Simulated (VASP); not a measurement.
# Al in VASP: single point with PBE

Aim: the single point of Al with PBE.

Everything below comes from runs of VASP 6.6.1. Logs are shortened: lines on timing, memory, paths and dates and some standing lists are left out, and cuts for length are marked.

**1. The cell of the first run**

The cell holds a disordered packing, 24 atoms: a = 7.495 Å, b = 7.455 Å, c = 7.470 Å, α = 91.12°, β = 88.90°, γ = 91.83°.

**2. Single point, PBE**

Contents of INCAR:

```
PREC     = Accurate       # precision mode
ENCUT    = 520            # plane-wave cutoff, eV
EDIFF    = 1E-6           # SCF threshold, eV
ISMEAR   = 0              # smearing method
SIGMA    = 0.1            # smearing width, eV
LREAL    = Auto         
LASPH    = True           # aspherical terms in the spheres
NELM     = 60             # most SCF steps
ALGO     = Normal         # electronic algorithm
ISIF     = 2              # what is computed and relaxed
LWAVE    = False          # write WAVECAR
LCHARG   = True           # write CHGCAR
GGA      = PE             # functional
LELF     = True           # ELF
LVHAR    = True         
NBANDS   = 54             # bands
```

Contents of KPOINTS:

```
regular mesh
0
Gamma
  5 5 5
```

Contents of POSCAR:

```
Al
1.0
    7.4934460000     -0.1204620000      0.0730710000
   -0.1174030000      7.4540580000     -0.0719810000
    0.0694100000     -0.0721990000      7.4695920000
Al
24
Direct
    0.7982706671      0.8625472635      0.1225562349
    0.0196994136      0.6195790495      0.5714130951
    0.6559380641      0.4585188181      0.5496894255
    0.7123307763      0.8075981871      0.4747601330
    0.7556974008      0.1727946118      0.3425391900
    0.9210069656      0.9057649268      0.7781899573
    0.2040346409      0.3115842428      0.1456605284
    0.5158385386      0.1204724890      0.0521204814
    0.9079289134      0.5221496210      0.2369172051
    0.8775741129      0.2167617348      0.9980562981
    0.9634510837      0.2703992849      0.6457302870
    0.3797706875      0.7183740465      0.6252686993
    0.1603566686      0.9589215130      0.0685067713
    0.4717846751      0.7674646823      0.9757210234
    0.4164982840      0.0123949795      0.3880421987
    0.2598613930      0.0670894002      0.7325564324
    0.6260902203      0.1018582792      0.6981377109
    0.4205079661      0.4050539220      0.8413607807
    0.5483025441      0.4722929173      0.1951990870
    0.7680879370      0.5571502103      0.8838032800
    0.1279258705      0.6066801504      0.9258759942
    0.2961490155      0.3609744766      0.4958549577
    0.0501111919      0.9755404566      0.4229923811
    0.2554885544      0.6740760830      0.2802925735
```

Potentials or basis: VASP PAW PBE potentials, release 64 (Al).

Command:

```bash
$ cat potpaw_PBE.64/Al/POTCAR > POTCAR
$ mpirun -np 1 vasp_std > vasp.out
```

OUTCAR:

```text
PREC = Accurate
   ENCUT = 520
   EDIFF = 1E-6
   ISMEAR = 0
   LREAL = Auto
   LASPH = True
   NELM = 60
   ISIF = 2
   GGA = PE

 ion  position               nearest neighbor table
   1  0.798  0.863  0.123-   4 2.73   6 2.74  14 2.77  13 2.81   5 2.83   9 2.84  10 2.86  20 2.87
                             8 2.97  23 3.05
   2  0.020  0.620  0.571-  11 2.69   6 2.72   9 2.73  21 2.79  24 2.80  12 2.81   4 2.85  23 2.90
                            22 2.91   3 2.95  20 3.01
   3  0.656  0.459  0.550-   4 2.69   5 2.72  20 2.73  19 2.79  18 2.80  22 2.80  11 2.85  17 2.90
                            12 2.92   2 2.95   9 3.01
   4  0.712  0.808  0.475-   3 2.69   1 2.73  12 2.78  23 2.81  17 2.81  15 2.82   2 2.85   6 2.85
                             5 2.92   9 3.13
   5  0.756  0.173  0.343-   3 2.72  10 2.74  23 2.77  15 2.79   1 2.83  11 2.84   8 2.86  17 2.86
                             4 2.92   9 2.93  19 3.00
   6  0.921  0.906  0.778-   2 2.72   1 2.74  17 2.77  16 2.79  10 2.84   4 2.85  13 2.85  23 2.86
                            11 2.92  20 2.92  21 3.00
   7  0.204  0.312  0.146-  13 2.69  22 2.73  10 2.77   9 2.82  19 2.84   8 2.84  21 2.85  18 2.85
                            24 2.88  15 3.36
   8  0.516  0.120  0.052-  14 2.69  15 2.73  17 2.76  18 2.79  10 2.81  19 2.82   7 2.84   5 2.86
                            13 2.89   1 2.97  16 3.10
   9  0.908  0.522  0.237-   2 2.73  19 2.73   7 2.82  24 2.83   1 2.84  10 2.87  20 2.88  21 2.89
[... 17 lines left out ...]
  18  0.421  0.405  0.841-  21 2.75  22 2.77   8 2.79   3 2.80  20 2.83   7 2.85  19 2.86  16 2.87
                            14 2.88  12 2.89  17 2.95
  19  0.548  0.472  0.195-   9 2.73  24 2.76   3 2.79   8 2.82   7 2.84  14 2.85  18 2.86  20 2.89
                             5 3.00  22 3.02
  20  0.768  0.557  0.884-   3 2.73  21 2.73  14 2.83  18 2.83  10 2.84   1 2.87   9 2.88  19 2.89
                             6 2.92   2 3.01  11 3.14
  21  0.128  0.607  0.926-  20 2.73  18 2.75   2 2.79  13 2.82  14 2.84   7 2.85  24 2.86   9 2.89
                             6 3.00  12 3.02
  22  0.296  0.361  0.496-   7 2.73  18 2.77  11 2.78   3 2.80  16 2.85  12 2.87  15 2.87  24 2.89
                             2 2.91  19 3.02
  23  0.050  0.976  0.423-  15 2.76  13 2.76   5 2.77   4 2.81  11 2.82   6 2.86  16 2.88   2 2.90
                            24 2.94   1 3.05
  24  0.255  0.674  0.280-  19 2.76  12 2.77  13 2.79   2 2.80   9 2.83  14 2.85  21 2.86  15 2.87
                             7 2.88  22 2.89  23 2.94

  LATTYP: Found a triclinic cell.
 ALAT       =     7.4553299991
 B/A-ratio  =     1.3951533802
 C/A-ratio  =     1.0020030487
 COS(alpha) =     0.0001205305
 COS(beta)  =     0.0194636265
 COS(gamma) =     0.6937747980

  Lattice vectors:

 A1 = (  -0.1174030000,   7.4540580000,  -0.0719810000)
 A2 = (   7.3760430000,   7.3335960000,   0.0010900000)
 A3 = (  -0.0694100000,   0.0721990000,  -7.4695920000)

Analysis of symmetry for initial positions (statically):
=====================================================================
 Subroutine PRICEL returns:
 Original cell was already a primitive cell.

 Routine SETGRP: Setting up the symmetry group for a
 triclinic supercell.

 Subroutine GETGRP returns: Found  1 space group operations
 (whereof  1 operations were pure point group operations)
 out of a pool of  2 trial point group operations.

The static configuration has the point symmetry C_1 .

Analysis of symmetry for dynamics (positions and initial velocities):
=====================================================================
 Subroutine PRICEL returns:
 Original cell was already a primitive cell.

 Routine SETGRP: Setting up the symmetry group for a
 triclinic supercell.

 Subroutine GETGRP returns: Found  1 space group operations
 (whereof  1 operations were pure point group operations)
 out of a pool of  2 trial point group operations.

The dynamic configuration has the point symmetry C_1 .

 Subroutine INISYM returns: Found  1 space group operations
 (whereof  1 operations are pure point group operations),
 and found     1 'primitive' translations

----------------------------------------------------------------------------------------

                                     Primitive cell

  volume of cell :     417.0447

  direct lattice vectors                    reciprocal lattice vectors
     7.493446000 -0.120462000  0.073071000     0.133495461  0.002090798 -0.001220276
    -0.117403000  7.454058000 -0.071981000     0.002144917  0.134201230  0.001277220
     0.069410000 -0.072199000  7.469592000    -0.001285245  0.001272782  0.133900366

  length of vectors
     7.494770405  7.455329999  7.470263388     0.133517409  0.134224447  0.133912583
[... 65 lines left out ...]
     0.026699092  0.000418160 -0.000244055     0.200000000 -0.000000000  0.000000000
     0.000428983  0.026840246  0.000255444    -0.000000000  0.200000000  0.000000000
    -0.000257049  0.000254556  0.026780073     0.000000000  0.000000000  0.200000000

  Length of vectors
     0.026703482  0.026844889  0.026782517

  Shift w.r.t. Gamma in fractional coordinates (k-lattice)
     0.000000000  0.000000000  0.000000000

 Subroutine IBZKPT returns following result:
 ===========================================

 Found     63 irreducible k-points:

 Following reciprocal coordinates:
            Coordinates               Weight
  0.000000  0.000000  0.000000      1.000000
  0.200000  0.000000  0.000000      2.000000
  0.400000 -0.000000  0.000000      2.000000
 -0.000000  0.200000 -0.000000      2.000000
  0.200000  0.200000 -0.000000      2.000000
  0.400000  0.200000 -0.000000      2.000000
[... 16 lines left out ...]
 -0.200000  0.200000  0.200000      2.000000
  0.000000  0.400000  0.200000      2.000000
 [... further k-points ...]
   k-points           NKPTS =     63   k-points in BZ     NKDIM =     63   number of bands    NBANDS=     54
   number of dos      NEDOS =    301   number of ions     NIONS =     24
   total plane-waves  NPLWV = 175616
   dimension x,y,z NGX =    56 NGY =   56 NGZ =   56
   dimension x,y,z NGXF=   112 NGYF=  112 NGZF=  112
   ions per type =              24
   NGX,Y,Z   is equivalent  to a cutoff of  12.42, 12.49, 12.46 a.u.
   NGXF,Y,Z  is equivalent  to a cutoff of  24.84, 24.97, 24.92 a.u.
 SYSTEM =  unknown system
   PREC   = accura    normal or accurate (medium, high low for compatibility)
   ISTART =      0    job   : 0-new  1-cont  2-samecut
   ICHARG =      2    charge: 1-file 2-atom 10-const
   ISPIN  =      1    spin polarized calculation?
   LNONCOLLINEAR =      F non collinear calculations
   LSORBIT =      F    spin-orbit coupling
   LASPH  =      T    aspherical Exc in radial PAW
   ENCUT  =  520.0 eV  38.22 Ry    6.18 a.u.  13.94 13.86 13.89*2*pi/ulx,y,z
   NELM   =     60;   NELMIN=  2; NELMDL= -5     # of ELM steps
   EDIFF  = 0.1E-05   stopping-criterion for ELM
   LREAL  =      T    real-space projection
   EDIFFG = 0.1E-04   stopping-criterion for IOM
   NSW    =      0    number of steps for IOM
   IBRION =     -1    ionic relax: 0-MD 1-quasi-New 2-CG
   NFREE  =      0    steps in history (QN), initial steepest desc. (CG)
   ISIF   =      2    stress and relaxation
   ISYM   =      2    0-nonsym 1-usesym 2-fastsym
   POTIM  = 0.5000    time-step for ionic-motion
   TEBEG  =    0.0;   TEEND  =   0.0 temperature during run
   PSTRESS=    0.0 pullay stress
   NELECT =      72.0000    total number of electrons
   NUPDOWN=      -1.0000    fix difference up-down
   EMIN   =  10.00;   EMAX   =-10.00  energy-range for DOS
   EFERMI =   0.00;   METHOD = LEGACY
   ISMEAR =     0;   SIGMA  =   0.10  broadening in eV -4-tet -1-fermi 0-gaus
   EFERMI_NEDOS =   21; number of points for ismear=-14 and -15
   IALGO  =     38    algorithm
   IMIX   =      4    mixing-type and parameters
     AMIX     =   0.40;   BMIX     =  1.00
     AMIX_MAG =   1.60;   BMIX_MAG =  1.00
  volume/ion in A,a.u.               =      17.38       117.26
  Fermi-wavevector in a.u.,A,eV,Ry     =   0.911573  1.722623 11.305970  0.830965
  Thomas-Fermi vector in A             =   2.035868
   LORBIT       =      0    0 simple, 1 ext, 2 COOP (PROOUT), +10 PAW based schemes
   GGA     = PE    functional components
   LHFCALC =     F    Hartree Fock is set to
   AEXX    =    0.0000 exact exchange contribution
   IVDW    =     0    specifies the selected vdW correction
   LEPSILON=     F    determine dielectric tensor
   LRPA    =     F    only Hartree local field effects (RPA)
 non-spin polarized calculation
 Gauss-broadening in eV      SIGMA  =   0.10
  energy-cutoff  :      520.00
  volume of cell :      417.04
 maximum number of plane-waves:     11270
   NGX = 27   NGY = 27   NGZ = 27

 number of electron      72.0000000 magnetization

 Free energy of the ion-electron system (eV)
  ---------------------------------------------------
  ext. energy  EPLUGINS =         0.00000000
  ---------------------------------------------------
  free energy    TOTEN  =       -87.83653648 eV

  energy without entropy =      -87.78552084  energy(sigma->0) =      -87.81102866

 E-fermi :   7.3697     XC(G=0):  -9.9842

 val. band max:        7.3674868504   @ k =   0.4000  -0.0000   0.0000
 cond. band min:       7.3777708380   @ k =   0.0000   0.4000  -0.0000
 fundamental gap:      0.0102839876
 Fermi energy:         7.3697009356

 k-point     1 :       0.0000    0.0000    0.0000
  band No.  band energies     occupation
      1      -3.3820      2.00000
      2      -1.0675      2.00000
      3      -0.9054      2.00000
      4      -0.8403      2.00000
      5      -0.8356      2.00000
      6      -0.5732      2.00000
[... 1213 lines left out ...]
     47       9.2251      0.00000
     48       9.4165      0.00000

 [... further k-points ...]

 [bands above 48 left out]

------------------------ aborting loop because EDIFF is reached ----------------------------------------

  FORCE on cell =-STRESS in cart. coord.  units (eV):
  Direction    XX          YY          ZZ          XY          YZ          ZX
  --------------------------------------------------------------------------------------
  -------------------------------------------------------------------------------------
  Total        0.4258581     -0.4598161      1.0513223     -0.7360222      0.2109178     -0.1583302
  in kB        1.6360361     -1.7664937      4.0389068     -2.8276061      0.8102912     -0.6082633
  external PRESSURE =       1.3028164 kB  Pullay stress =       0.0000000 kB

 VOLUME and BASIS-vectors are now :
 -----------------------------------------------------------------------------
  energy-cutoff  :      520.00
  volume of cell :      417.04
      direct lattice vectors                 reciprocal lattice vectors
     7.493446000 -0.120462000  0.073071000     0.133495461  0.002090798 -0.001220276
    -0.117403000  7.454058000 -0.071981000     0.002144917  0.134201230  0.001277220
     0.069410000 -0.072199000  7.469592000    -0.001285245  0.001272782  0.133900366

 POSITION                                       TOTAL-FORCE (eV/Angst)
 -----------------------------------------------------------------------------------
      5.88904      6.32447      0.91169        -0.044052     -0.059162      0.007437
      0.11454      4.57475      4.22506        -0.004528     -0.008828     -0.011934
      4.89956      3.29912      4.12088         0.008594      0.011089      0.020860
      5.27595      5.89980      3.54018        -0.023121     -0.042227      0.002865
      5.66627      1.17226      2.60141        -0.030446      0.035044     -0.033869
      6.84919      6.58449      5.81486         0.029776     -0.031529      0.035791
[... 16 lines left out ...]
      0.29033      7.23516      3.09302         0.044423     -0.009407     -0.065583
      1.85481      4.97359      2.06382        -0.054872      0.062311     -0.005244
 -----------------------------------------------------------------------------------
    total drift:                                0.005623     -0.001264      0.015241

  FREE ENERGIE OF THE ION-ELECTRON SYSTEM (eV)
  ---------------------------------------------------
  free  energy   TOTEN  =       -87.8365364765 eV

  energy  without entropy=      -87.7855208364  energy(sigma->0) =      -87.81102866
```

Run time: 16 min. Hardware: 1 thread of Intel Xeon 6975P-C (Granite Rapids), shared host; peak memory 0.95 GiB.

What came out:

```yaml
Free_energy: -87.8365 eV
Pressure: 0.1 GPa
Largest_force: 0.083 eV/Å
Band_gap_on_the_k_mesh: zero (bands 36 and 37 overlap by 1.90 eV)
```

Forces in eV/Å, atoms in the order of the input:
```
Al  -0.044 -0.059  0.007
Al  -0.005 -0.009 -0.012
Al   0.009  0.011  0.021
Al  -0.023 -0.042  0.003
Al  -0.030  0.035 -0.034
Al   0.030 -0.032  0.036
Al  -0.014 -0.001 -0.017
Al   0.004  0.022 -0.011
Al   0.010 -0.030 -0.034
Al   0.055  0.051 -0.011
Al   0.026  0.043 -0.005
Al   0.066  0.017  0.018
Al  -0.012 -0.036  0.019
Al   0.011  0.002  0.016
Al  -0.036 -0.029  0.000
Al   0.029  0.033  0.005
Al  -0.043  0.019  0.058
Al   0.058 -0.056 -0.020
Al   0.009 -0.014  0.037
Al  -0.012  0.024  0.036
Al  -0.012  0.018 -0.034
Al  -0.067 -0.022 -0.008
Al   0.044 -0.009 -0.066
Al  -0.055  0.062 -0.005
```
